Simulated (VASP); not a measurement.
# KI (Fm-3m) in VASP: notebook, part 2 of 2

VASP 6.6.1. The steps go on from the part before.

### 4 Single point, PBE (strain -0.5%)

Input file INCAR:

```
PREC     = Accurate       # precision mode
ENCUT    = 520            # plane-wave cutoff, eV
EDIFF    = 1E-6           # SCF threshold, eV
ISMEAR   = 0              # smearing method
SIGMA    = 0.01           # smearing width, eV
LREAL    = F              # projectors in reciprocal space
LASPH    = T              # aspherical terms in the spheres
NELM     = 80             # most SCF steps
ALGO     = Normal         # electronic algorithm
ISIF     = 2              # what is computed and relaxed
LWAVE    = F              # write WAVECAR
LCHARG   = F              # write CHGCAR
GGA      = PE             # functional
NBANDS   = 15             # bands
```

Input file KPOINTS:

```
regular mesh
0
Gamma
  4 4 4
```

Input file POSCAR:

```
KI
1.0
    0.0000000000      3.5265635528      3.5265635528
    3.5265635528      0.0000000000      3.5265635528
    3.5265635528      3.5265635528      0.0000000000
K I
1 1
Direct
    0.0000000000      0.0000000000      0.0000000000
    0.5000000000      0.5000000000      0.5000000000
```

Potentials or basis: VASP PAW PBE potentials, release 64 (K_sv, I).

On the command line:

```sh
$ cat potpaw_PBE.64/K_sv/POTCAR potpaw_PBE.64/I/POTCAR > POTCAR
$ mpirun -np 1 vasp_std > vasp.out
```

OUTCAR:

```text
PREC = Accurate
   ENCUT = 520
   EDIFF = 1E-6
   ISMEAR = 0
   LREAL = F
   LASPH = T
   NELM = 80
   ISIF = 2
   GGA = PE

 ion  position               nearest neighbor table
   1  0.000  0.000  0.000-   2 3.53   2 3.53   2 3.53   2 3.53   2 3.53   2 3.53
   2  0.500  0.500  0.500-   1 3.53   1 3.53   1 3.53   1 3.53   1 3.53   1 3.53

  LATTYP: Found a face centered cubic cell.
 ALAT       =     7.0531271056

  Lattice vectors:

 A1 = (   0.0000000000,   3.5265635528,   3.5265635528)
 A2 = (   3.5265635528,   0.0000000000,   3.5265635528)
 A3 = (   3.5265635528,   3.5265635528,   0.0000000000)

Analysis of symmetry for initial positions (statically):
=====================================================================
 Subroutine PRICEL returns:
 Original cell was already a primitive cell.

 Routine SETGRP: Setting up the symmetry group for a
 face centered cubic supercell.

 Subroutine GETGRP returns: Found 48 space group operations
 (whereof 48 operations were pure point group operations)
 out of a pool of 48 trial point group operations.

[... 157 lines left out ...]
      3     -12.3698      2.00000
      4     -12.3698      2.00000
      5     -10.8971      2.00000
      6      -0.3873      2.00000
      7      -0.3873      2.00000
      8      -0.3873      2.00000
      9       3.5872      0.00000
     10       6.1067      0.00000
     11       6.1067      0.00000
     12       6.1067      0.00000
     13       6.8273      0.00000
     14       6.8273      0.00000
[... 113 lines left out ...]
      2     -12.4217      2.00000
      3     -12.4022      2.00000
      4     -12.4022      2.00000
      5     -10.6910      2.00000
      6      -1.1209      2.00000
      7      -1.1209      2.00000
      8      -0.9927      2.00000
      9       6.0787      0.00000
     10       6.0787      0.00000
     11       6.2607      0.00000
     12       7.8249      0.00000
     13       8.4490      0.00000
     14       9.2720      0.00000
     15       9.6557      0.00000

------------------------ aborting loop because EDIFF is reached ----------------------------------------

  FORCE on cell =-STRESS in cart. coord.  units (eV):
  Direction    XX          YY          ZZ          XY          YZ          ZX
  --------------------------------------------------------------------------------------
  -------------------------------------------------------------------------------------
  Total        0.3829227      0.3829227      0.3829227     -0.0000000      0.0000000     -0.0000000
  in kB        6.9941751      6.9941751      6.9941751     -0.0000000      0.0000000     -0.0000000
  external PRESSURE =       6.9941751 kB  Pullay stress =       0.0000000 kB

 VOLUME and BASIS-vectors are now :
 -----------------------------------------------------------------------------
  energy-cutoff  :      520.00
  volume of cell :       87.72
      direct lattice vectors                 reciprocal lattice vectors
     0.000000000  3.526563553  3.526563553    -0.141781083  0.141781083  0.141781083
     3.526563553  0.000000000  3.526563553     0.141781083 -0.141781083  0.141781083
     3.526563553  3.526563553  0.000000000     0.141781083  0.141781083 -0.141781083

 POSITION                                       TOTAL-FORCE (eV/Angst)
 -----------------------------------------------------------------------------------
      0.00000      0.00000      0.00000        -0.000000     -0.000000      0.000000
      3.52656      3.52656      3.52656         0.000000      0.000000      0.000000
 -----------------------------------------------------------------------------------
    total drift:                                0.000000     -0.000000     -0.000000

  FREE ENERGIE OF THE ION-ELECTRON SYSTEM (eV)
  ---------------------------------------------------
  free  energy   TOTEN  =        -5.5535668904 eV

  energy  without entropy=       -5.5535668904  energy(sigma->0) =       -5.55356689
```

OSZICAR:

```text
N       E                     dE             d eps       ncg     rms          rms(c)
DAV:   1     0.896125173830E+02    0.89613E+02   -0.63787E+03   240   0.906E+02
DAV:   2    -0.193239371039E+00   -0.89806E+02   -0.84740E+02   310   0.213E+02
DAV:   3    -0.537465685529E+01   -0.51814E+01   -0.51599E+01   346   0.448E+01
DAV:   4    -0.563147280698E+01   -0.25682E+00   -0.25678E+00   360   0.904E+00
DAV:   5    -0.563367030622E+01   -0.21975E-02   -0.21975E-02   339   0.942E-01    0.309E+00
DAV:   6    -0.555158901578E+01    0.82081E-01   -0.93455E-02   296   0.177E+00    0.220E+00
DAV:   7    -0.554789885184E+01    0.36902E-02   -0.11290E-01   310   0.169E+00    0.783E-01
DAV:   8    -0.555293501321E+01   -0.50362E-02   -0.11740E-02   282   0.703E-01    0.132E-01
DAV:   9    -0.555338681850E+01   -0.45181E-03   -0.78710E-04   317   0.167E-01    0.780E-02
DAV:  10    -0.555351767601E+01   -0.13086E-03   -0.12280E-04   294   0.585E-02    0.212E-02
DAV:  11    -0.555356717042E+01   -0.49494E-04   -0.62067E-05   268   0.457E-02    0.185E-02
DAV:  12    -0.555356689040E+01    0.28001E-06   -0.25067E-06   316   0.124E-02
   1 F= -.55535669E+01 E0= -.55535669E+01  d E =-.174872E-17
```

Wall time 26 s (1 thread of Intel Xeon 8259CL, shared host); peak memory 0.23 GiB.

Results:

```yaml
Free_energy: -5.5536 eV
Pressure: 0.7 GPa
Band_gap_on_the_k_mesh: 3.97 eV
```

Caveat: the cell differs from its parent crystal (strain -0.5%); spin-orbit coupling is left out, which moves the levels of the heavy elements.

### 5 Overview

```csv
level,cell,grid for exact exchange (PRECFOCK),share of exact exchange,screening parameter,gap on the mesh (eV),pressure (GPa)
HSE06,"a = 5.012 Å, angles 60.0°, 2 atoms",Normal,0.25,0.2079 1/Å,4.93,0.3
PBE,"a = 5.012 Å, angles 60.0°, 2 atoms",-,-,-,3.94,0.5
PBE,"a = 4.987 Å, angles 60.0°, 2 atoms",-,-,-,3.97,0.7
```

Alike in all rows: task single point; potentials or basis VASP PAW PBE potentials, release 64 (K_sv, I); no spin polarisation; k mesh 4 × 4 × 4; cutoff (eV) 520; smearing gaussian 0.01 eV.

Caveats: spin-orbit coupling is left out, which moves the levels of the heavy elements; the PAW data sets were made with another functional, which shifts forces and pressure a little (at least some runs).

Absolute energies hang on the potentials; compare differences alone.
